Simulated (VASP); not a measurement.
# Gd (P6_3/mmc) in VASP: notebook, part 2 of 2

VASP 6.6.1. Earlier steps stand in the parts before.

## 3. Single point, LDA, collinear spin, ferromagnetic start

The input, INCAR:

```
PREC = Accurate ; ENCUT = 520
EDIFF = 1E-6 ; ISMEAR = -1
SIGMA = 0.05 ; LREAL = F
LASPH = T ; NELM = 150
ALGO = Normal ; ISIF = 2
LWAVE = F ; LCHARG = F
ISPIN = 2 ; MAGMOM = 7.214 7.214
LORBIT = 11 ; LMAXMIX = 6
GGA = CA ; NBANDS = 29
```

The input, KPOINTS:

```
Automatic mesh
0
Gamma
  3 3 2
```

The input, POSCAR:

```
Gd
1.0
    3.4841536640      0.0000000000      0.0000000000
   -1.7420768320      3.0173655837      0.0000000000
    0.0000000000      0.0000000000      5.5867162136
Gd
2
Direct
    0.3333333333      0.6666666667      0.2500000000
    0.6666666667      0.3333333333      0.7500000000
```

Potentials or basis: VASP PAW PBE potentials, release 64 (Gd).

Launch:

```bash
> cat potpaw_PBE.64/Gd/POTCAR > POTCAR
> mpirun -np 1 vasp_std > vasp.out
```

Wall time 28 s (1 thread of Intel Xeon 6975P-C (Granite Rapids), shared host); peak memory 0.17 GiB.

It converged, with:

```
Free energy                                           : -23.4670 eV
Pressure                                              : -3.4 GPa
Net moment                                            : 14.92 μB per cell
Site moments                                          : Gd +6.94 μB
Valence electrons inside the program's atomic spheres : Gd 15.26
```

Stress tensor (GPa, compression positive):
```
-5.19  0.00  0.00
 0.00 -5.19  0.00
 0.00  0.00  0.29
```

Levels at points of the mesh, in eV from the Fermi level:
Spin up:
| k point | band 22 | band 23 | band 24 | band 25 | band 26 | band 27 | band 28 | band 29 |
| --- | --- | --- | --- | --- | --- | --- | --- | --- |
| (0.00, 0.00, 0.00) | -4.18 | -4.18 | -2.62 | 1.42 | 1.42 | 1.58 | 1.73 | 2.13 |
| (0.00, 0.00, 0.50) | -4.17 | -3.48 | -3.48 | 0.65 | 0.65 | 1.34 | 1.34 | 1.34 |
Spin down:
| k point | band 8 | band 9 | band 10 | band 11 | band 12 | band 13 |
| --- | --- | --- | --- | --- | --- | --- |
| (0.00, 0.00, 0.00) | -19.37 | -4.34 | -1.79 | 0.27 | 0.36 | 0.39 |
| (0.00, 0.00, 0.50) | -19.54 | -2.65 | -2.65 | 0.19 | 0.19 | 0.44 |

Caveat: the k points lie up to 0.69 Å⁻¹ apart; the PAW data sets were made with another functional, which shifts forces and pressure a little; spin-orbit coupling is left out, which moves the levels of the heavy elements; semilocal functionals describe open f shells poorly, which spoils levels, moments and volumes. The state reached can hang on the start; a lower one may exist.

## 4. Single point, LDA, collinear spin, ferromagnetic start

The input, INCAR:

```
  PREC = Accurate
  ENCUT = 520
  EDIFF = 1E-6
  ISMEAR = -1
  SIGMA = 0.05
  LREAL = False
  LASPH = True
  NELM = 150
  ALGO = Normal
  ISIF = 2
  LWAVE = False
  LCHARG = False
  ISPIN = 2
  MAGMOM = 7.214 7.214
  LORBIT = 11
  LMAXMIX = 6
  GGA = CA
  NBANDS = 29
```

The input, KPOINTS:

```
Automatic mesh
0
Gamma
  4 4 2
```

POSCAR is that of step 3.

Launch:

```bash
> cat potpaw_PBE.64/Gd/POTCAR > POTCAR
> mpirun -np 1 vasp_std > vasp.out
```

Run time: 40 s. Hardware: 1 thread of Intel Xeon 6975P-C (Granite Rapids), shared host; peak memory 0.17 GiB.

The run converged. Its results:

```
Free energy                                           : -23.2911 eV
Pressure                                              : 0.6 GPa
Net moment                                            : 15.05 μB per cell
Site moments                                          : Gd +6.97 μB
Valence electrons inside the program's atomic spheres : Gd 15.25
```

Stress tensor (GPa, compression positive):
```
0.34 0.00 0.00
0.00 0.34 0.00
0.00 0.00 1.09
```

Levels at points of the mesh, in eV from the Fermi level:
Spin up:
| k point | band 21 | band 22 | band 23 | band 24 | band 25 | band 26 | band 27 | band 28 | band 29 |
| --- | --- | --- | --- | --- | --- | --- | --- | --- | --- |
| (0.00, 0.00, 0.00) | -4.23 | -4.20 | -4.19 | -2.60 | 1.43 | 1.43 | 1.58 | 1.70 | 2.15 |
| (0.50, 0.00, 0.00) | -4.23 | -4.20 | -2.08 | -2.01 | -1.49 | 0.42 | 1.16 | 1.37 | 2.03 |
| (0.00, 0.00, 0.50) | -4.20 | -4.20 | -3.48 | -3.48 | 0.64 | 0.64 | 1.34 | 1.34 | 1.34 |
| (0.50, 0.00, 0.50) | -4.23 | -4.23 | -2.33 | -2.33 | -0.49 | -0.49 | 2.14 | 2.14 | 2.90 |
Spin down:
```csv
k point,band 8,band 9,band 10,band 11,band 12,band 13
"(0.00, 0.00, 0.00)",-19.41,-4.31,-1.74,0.27,0.33,0.38
"(0.50, 0.00, 0.00)",-19.58,-1.21,-1.20,-0.78,0.32,0.42
"(0.00, 0.00, 0.50)",-19.53,-2.61,-2.61,0.17,0.17,0.43
"(0.50, 0.00, 0.50)",-19.73,-1.57,-1.57,0.04,0.04,0.46
```

Caveat: the k points lie up to 0.56 Å⁻¹ apart; the PAW data sets were made with another functional, which shifts forces and pressure a little; spin-orbit coupling is left out, which moves the levels of the heavy elements; semilocal functionals describe open f shells poorly, which spoils levels, moments and volumes. The state reached can hang on the start; a lower one may exist.

## 5. Single point, LDA, collinear spin, ferromagnetic start

The input, INCAR:

```
ALGO = Normal
EDIFF = 1E-7
ENCUT = 520
GGA = CA
ISIF = 2
ISMEAR = -1
ISPIN = 2
LASPH = True
LCHARG = False
LMAXMIX = 6
LORBIT = 11
LREAL = False
LWAVE = False
MAGMOM = 7.214 7.214
NBANDS = 29
NELM = 150
PREC = Accurate
SIGMA = 0.05
```

The input, KPOINTS:

```
k-points
0
Gamma
  5 5 3
```

POSCAR is that of step 4.

Launch:

```bash
> cat potpaw_PBE.64/Gd/POTCAR > POTCAR
> mpirun -np 1 vasp_std > vasp.out
```

Run time: 55 s. Hardware: 1 thread of Intel Xeon 6975P-C (Granite Rapids), shared host; peak memory 0.19 GiB.

It converged, with:

| Property | Result |
| --- | --- |
| Free energy | -23.3456 eV |
| Pressure | 0.1 GPa |
| Net moment | 14.79 μB per cell |
| Site moments | Gd +6.92 μB |
| Valence electrons inside the program's atomic spheres | Gd 15.25 |

Stress tensor (GPa, compression positive):
```
 0.40  0.00  0.00
 0.00  0.40  0.00
 0.00  0.00 -0.36
```

Levels at points of the mesh, in eV from the Fermi level:
Spin up:
```csv
k point,band 22,band 23,band 24,band 25,band 26,band 27,band 28,band 29
"(0.00, 0.00, 0.00)",-4.12,-4.12,-2.51,1.51,1.51,1.65,1.78,2.23
```
Spin down:
```tsv
k point	band 8	band 9	band 10	band 11	band 12	band 13
(0.00, 0.00, 0.00)	-19.39	-4.31	-1.73	0.32	0.37	0.44
```

Caveat: the k points lie up to 0.42 Å⁻¹ apart; the PAW data sets were made with another functional, which shifts forces and pressure a little; spin-orbit coupling is left out, which moves the levels of the heavy elements; semilocal functionals describe open f shells poorly, which spoils levels, moments and volumes. The state reached can hang on the start; a lower one may exist.

## 6. Single point, LDA, collinear spin, ferromagnetic start

The input, INCAR:

```
PREC     = Accurate       # precision mode
ENCUT    = 520            # plane-wave cutoff, eV
EDIFF    = 1E-6           # SCF threshold, eV
ISMEAR   = -1             # smearing method
SIGMA    = 0.05           # smearing width, eV
LREAL    = False          # projectors in reciprocal space
LASPH    = True           # aspherical terms in the spheres
NELM     = 150            # most SCF steps
ALGO     = Normal         # electronic algorithm
ISIF     = 2              # what is computed and relaxed
LWAVE    = False          # write WAVECAR
LCHARG   = False          # write CHGCAR
ISPIN    = 2              # spin polarisation
MAGMOM   = 7.214 7.214    # initial moments
LORBIT   = 11             # projections on sites
LMAXMIX  = 6              # l up to which the mixer works
GGA      = CA             # functional
NBANDS   = 29             # bands
```

The input, KPOINTS:

```
Automatic mesh
0
Gamma
  6 6 4
```

POSCAR is that of step 5.

Potentials or basis: VASP PAW PBE potentials, release 64 (Gd).

Launch:

```bash
> cat potpaw_PBE.64/Gd/POTCAR > POTCAR
> mpirun -np 1 vasp_std > vasp.out
```

Run time: 80 s. Hardware: 1 thread of Intel Xeon 6975P-C (Granite Rapids), shared host; peak memory 0.2 GiB.

It converged, with:

```
Free energy                                           : -23.3530 eV
Pressure                                              : 0.2 GPa
Net moment                                            : 14.67 μB per cell
Site moments                                          : Gd +6.90 μB
Valence electrons inside the program's atomic spheres : Gd 15.25
```

Stress tensor (GPa, compression positive):
```
 0.35  0.00  0.00
 0.00  0.35  0.00
 0.00  0.00 -0.09
```

Levels at points of the mesh, in eV from the Fermi level:
Spin up:
```tsv
k point	band 22	band 23	band 24	band 25	band 26	band 27	band 28	band 29
(0.00, 0.00, 0.00)	-4.12	-4.11	-2.49	1.53	1.53	1.66	1.79	2.25
(0.50, 0.00, 0.00)	-4.13	-1.97	-1.90	-1.40	0.52	1.24	1.46	2.12
(0.00, 0.00, 0.50)	-4.11	-3.37	-3.37	0.72	0.72	1.44	1.44	1.44
(0.50, 0.00, 0.50)	-4.15	-2.24	-2.24	-0.39	-0.39	2.23	2.23	2.98
```
Spin down:
```csv
k point,band 8,band 9,band 10,band 11,band 12,band 13
"(0.00, 0.00, 0.00)",-19.40,-4.33,-1.76,0.32,0.37,0.44
"(0.50, 0.00, 0.00)",-19.56,-1.23,-1.20,-0.79,0.37,0.46
"(0.00, 0.00, 0.50)",-19.50,-2.63,-2.63,0.21,0.21,0.48
"(0.50, 0.00, 0.50)",-19.71,-1.58,-1.58,0.05,0.05,0.50
```

Caveat: the PAW data sets were made with another functional, which shifts forces and pressure a little; spin-orbit coupling is left out, which moves the levels of the heavy elements; semilocal functionals describe open f shells poorly, which spoils levels, moments and volumes. The state reached can hang on the start; a lower one may exist.

## 7. Summary

| k mesh | gap on the mesh (eV) | pressure (GPa) | moment (μB) |
| --- | --- | --- | --- |
| 2 × 2 × 1 | none | -12.7 | 13.72 |
| 3 × 3 × 2 | none | -3.4 | 14.92 |
| 4 × 4 × 2 | none | 0.6 | 15.05 |
| 5 × 5 × 3 | none | 0.1 | 14.79 |
| 6 × 6 × 4 | none | 0.2 | 14.67 |

Alike in all rows: task single point; level LDA; potentials or basis VASP PAW PBE potentials, release 64 (Gd); spin collinear, ferromagnetic start; cell as given; cutoff (eV) 520; smearing fermi-dirac 0.05 eV.

Caveats: some runs use coarse meshes; the PAW data sets were made with another functional, which shifts forces and pressure a little; spin-orbit coupling is left out, which moves the levels of the heavy elements; semilocal functionals describe open f shells poorly, which spoils levels, moments and volumes.

Total energies depend on the potentials used, so only differences within one code and one set of settings carry meaning.
